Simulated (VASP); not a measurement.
P, 2 atoms in the cell. Symmetry: Fd-3m, No. 227, cubic system. Conventional cell: a = 5.205 Å, b = 5.205 Å, c = 5.205 Å, α = 90.00°, β = 90.00°, γ = 90.00°. Within 3.0 Å of P (site symmetry -43m) lie 4 P at 2.25 Å. This isn't the form of P at room conditions, which is orthorhombic.

```yaml
Program: VASP 6.6.1
Task: single point
Functional: LDA
Potentials_or_basis: VASP PAW LDA potentials, release 64 (P)
Cutoff: 520 eV
k_mesh: 12 × 12 × 12
Occupations: fermi-dirac, width 0.1 eV
Spin: no spin polarisation
Dipole_correction: no
Further_INCAR_settings: ALGO = Normal; EDIFF = 1e-06; NBANDS = 12
```

Potentials or basis: VASP PAW LDA potentials, release 64 (P).

Run with:

```bash
$ cat potpaw_LDA.64/P/POTCAR > POTCAR
$ mpirun -np 1 vasp_std > vasp.out
```

Hardware: 1 thread of Intel Xeon 8259CL (shared host).

Q: Estimate the wall time of this run.

A: Wall time 33 s on 1 thread of Intel Xeon 8259CL, with other jobs on the host, peak memory 0.14 GiB. Counts: scf iterations 10, k points 72.
